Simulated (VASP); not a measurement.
Set up this calculation in VASP 6.6.1, as the native input.

```
Task                   : single point
Functional             : PBEsol
Potentials or basis    : VASP PAW PBE potentials, release 64 (Au)
Cutoff                 : 520 eV
k mesh                 : 20 × 20 × 20
Occupations            : gaussian, width 0.15 eV
Spin                   : no spin polarisation
Dipole correction      : no
Further INCAR settings : ALGO = Normal; EDIFF = 1e-06; NBANDS = 12
```

The structure of Au lies in POSCAR:

```
Au
1.0
    0.0000000000      2.0761825000      2.0455000000
    2.0761825000      0.0000000000      2.0455000000
    2.0761825000      2.0761825000      0.0000000000
Au
1
Direct
    0.0000000000      0.0000000000      0.0000000000
```

This cell differs from its parent crystal: strain +0.015 along x and y, +0.000 along z.

One way to write it, as run:

INCAR

```
PREC = Accurate ; ENCUT = 520
EDIFF = 1E-6 ; ISMEAR = 0
SIGMA = 0.15 ; LREAL = False
LASPH = True ; NELM = 100
ALGO = Normal ; ISIF = 2
LWAVE = False ; LCHARG = True
GGA = PS ; LELF = True
LVHAR = True ; NBANDS = 12
```

KPOINTS

```
regular mesh
0
Gamma
  20 20 20
```

Potentials or basis: VASP PAW PBE potentials, release 64 (Au).

The run is started by

```bash
$ cat potpaw_PBE.64/Au/POTCAR > POTCAR
$ mpirun -np 1 vasp_std > vasp.out
```

It gave:

| Quantity | Value |
| --- | --- |
| Pressure | -5.8 GPa |

Caveat: the cell differs from its parent crystal (strain +0.015 along x and y, +0.000 along z); the PAW data sets were made with another functional, which shifts forces and pressure a little.

Wall time 2.4 min on 1 thread of AMD EPYC 7R43 64-Core Processor (Zen 3), on a shared host, peak memory 0.22 GiB.
